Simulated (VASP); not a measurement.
Here is a VASP 6.6.1 calculation.

POSCAR

```
GaSb
1.0
    0.0000000000      3.0096526611      3.1601352941
    3.0096526611      0.0000000000      3.1601352941
    3.0096526611      3.0096526611      0.0000000000
Ga Sb
1 1
Direct
    0.0000000000      0.0000000000      0.0000000000
    0.7500000000      0.7500000000      0.7500000000
```

INCAR.step1

```
SYSTEM = GaSb
PREC     = Accurate       ! precision mode
ENCUT    = 520            ! plane-wave cutoff, eV
ISMEAR   = 0              ! smearing method
SIGMA    = 0.05           ! smearing width, eV
LREAL    = .False.        ! projectors in reciprocal space
LASPH    = .True.         ! aspherical terms in the spheres
NELM     = 60             ! most SCF steps
NBANDS   = 16             ! bands
GGA      = PE             ! functional
ALGO     = Normal         ! electronic algorithm
EDIFF    = 1E-4           ! SCF threshold, eV
LWAVE    = .True.         ! write WAVECAR
LCHARG   = .False.        ! write CHGCAR
```

The input INCAR.step2:

```
SYSTEM = GaSb
PREC     = Accurate       ! precision mode
ENCUT    = 520            ! plane-wave cutoff, eV
EDIFF    = 1E-6           ! SCF threshold, eV
ISMEAR   = 0              ! smearing method
SIGMA    = 0.05           ! smearing width, eV
LREAL    = .False.        ! projectors in reciprocal space
LASPH    = .True.         ! aspherical terms in the spheres
NELM     = 60             ! most SCF steps
ALGO     = Normal         ! electronic algorithm
ISIF     = 2              ! what is computed and relaxed
LWAVE    = .False.        ! write WAVECAR
LCHARG   = .True.         ! write CHGCAR
METAGGA  = R2SCAN         ! meta-GGA
LMIXTAU  = .True.       
LELF     = .True.         ! ELF
LVHAR    = .True.       
NBANDS   = 16             ! bands
ISTART   = 1
```

KPOINTS

```
Automatic mesh
0
Gamma
  10 10 10
  0 0 0
```

Potentials or basis: VASP PAW PBE potentials, release 64 (Ga_d, Sb).

Run with:

```console
$ cat potpaw_PBE.64/Ga_d/POTCAR potpaw_PBE.64/Sb/POTCAR > POTCAR
$ cp INCAR.step1 INCAR
$ mpirun -np 1 vasp_std > vasp.out
$ cp INCAR.step2 INCAR
$ mpirun -np 1 vasp_std > vasp.out
```

Problem. Estimate the pressure.

Solution. 0.4 GPa.

Problem. Predict the band gap on the k mesh.

Solution. 0.32 eV, direct.

Stress tensor (GPa, compression positive):
```
 1.32  0.00  0.00
 0.00  1.32  0.00
 0.00  0.00 -1.32
```

Caveat: the PAW data sets were made with another functional, which shifts forces and pressure a little; spin-orbit coupling is left out, which moves the levels of the heavy elements. A k mesh can miss the band edges.
